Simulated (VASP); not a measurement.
A run of VASP 6.6.1 is set up as follows.

The input INCAR:

```
SYSTEM = Al
ALGO = Normal
EDIFF = 1E-6
ENCUT = 520
GGA = PS
ISIF = 2
ISMEAR = 0
LASPH = .TRUE.
LCHARG = .FALSE.
LREAL = .FALSE.
LWAVE = .FALSE.
NBANDS = 10
NELM = 80
PREC = Accurate
SIGMA = 0.15
```

KPOINTS

```
k-points
0
G
  18 18 10
  0 0 0
```

POSCAR

```
Al
1.0
    2.8896000000      0.0000000000      0.0000000000
   -1.4448000000      2.5024670068      0.0000000000
    0.0000000000      0.0000000000      4.9351000000
Al
2
Direct
    0.6666666667      0.3333333333      0.7500000000
    0.3333333333      0.6666666667      0.2500000000
```

Potentials or basis: VASP PAW PBE potentials, release 64 (Al).

Run with:

```sh
$ cat potpaw_PBE.64/Al/POTCAR > POTCAR
$ mpirun -np 1 vasp_std > vasp.out
```

(1) Estimate the band gap on the k mesh.

(2) What does it give for the pressure?

Results:

(1) zero (band 3 reaches 10.79 eV, above the bottom of band 4 at 4.11 eV).

(2) -5.6 GPa.

Caveat: the PAW data sets were made with another functional, which shifts forces and pressure a little.
